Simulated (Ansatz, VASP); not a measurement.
**Two plane-wave programs on BiAs**

File INCAR:

```
SYSTEM = BiAs
PREC = Accurate ; ENCUT = 520
EDIFF = 1E-6 ; ISMEAR = -1
SIGMA = 0.1 ; LREAL = .False.
LASPH = .True. ; NELM = 60
ALGO = Normal ; ISIF = 2
LWAVE = .False. ; LCHARG = .True.
GGA = PS ; LELF = .True.
LVHAR = .True. ; NBANDS = 17
```

The input KPOINTS:

```
regular mesh
0
Gamma
  10 10 10
  0 0 0
```

File POSCAR:

```
BiAs
1.0
    0.0000000000      4.1986350000      0.0000000000
    4.1986350000      0.0000000000      0.0000000000
    2.0993180000      2.0993180000     -3.2956180000
As Bi
1 1
Direct
    0.4140000000      0.4140000000      0.1720000000
    0.0000000000      0.0000000000      0.0000000000
```

Input for Ansatz:

```yaml
crystal:
  lattice:
    - [0.0, 4.198635, 0.0]
    - [4.198635, 0.0, 0.0]
    - [2.099318, 2.099318, -3.295618]
  atoms:
    - { symbol: As, position: [0.414, 0.414, 0.172] }
    - { symbol: Bi, position: [0.0, 0.0, 0.0] }
  symmetry: { tolerance: 0.0003 }
kpoints:
  mp_grid: { grid: [10, 10, 10], shift: [0, 0, 0] }
  band_path:
    path:
      - [0.0, 0.0, 0.0]
      - [0.5, 0.5, 0.5]
      - [0.5, 0.5, 0.75]
      - [0.5, 0.0, 0.5]
      - [0.0, 0.0, 0.0]
      - [0.0, 0.0, 0.5]
      - [0.29711379, 0.0, 0.6485569]
      - [0.70288621, 0.0, 0.3514431]
      - [0.0, 0.0, 0.0]
      - [0.5, 0.5, 0.5]
      - [0.70288621, 0.29711379, 0.5]
    npoints: 6
magnetization:
  spin_polarized: false
scf:
  occupations: { method: fermi_dirac }
  lower_state_search: "off"
  max_iter: 200
hamiltonian:
  pseudopotentials: { kind: paw }
  xc: pbesol
basis:
  ecutwfc: 420
  fft_grid_basis: typed
output:
  forces: true
  stress: true
  eigenvalues: true
  bader: true
  populations: true
  elf: true
  write_potential: true
  volumetric_format: npy
  dos:
    e_range: [-12, 8]
    de: 0.05
    projected: { site_lists: { As: [As], Bi: [Bi] } }
checkpoint:
  read: saved_state
```

Alike in both runs: task single point; functional PBEsol; k mesh 10 × 10 × 10; no spin polarisation.

|  | VASP | Ansatz |
| --- | --- | --- |
| version | VASP 6.6.1 | Ansatz 0.2.0 |
| potentials or method | VASP PAW PBE potentials, release 64 (As, Bi_d), cutoff 520 eV | PAW plane waves |
| occupations | fermi-dirac, width 0.1 eV | fermi-dirac |
| valence electrons in the cell | 20 | 30 |

Ansatz gave:

```
pressure (GPa)                                                : -1.6
traceless stress, the component that is largest in VASP (GPa) : -0.45
rms of the force components (eV/Å)                            : 0.138
```

Task: What did VASP give for the same quantities?

Result: Pressure (GPa): -1.6; traceless stress, the component that is largest in VASP (GPa): -0.41; rms of the force components (eV/Å): 0.144.

VASP's potentials were made for PBE, not for PBEsol. Atom by atom the forces differ by 0.007 eV/Å (rms over components). VASP's potentials hold 20 valence electrons a cell and Ansatz's 30, so a difference there can come from the potentials and not from the codes.

Neither program's run includes spin-orbit coupling.
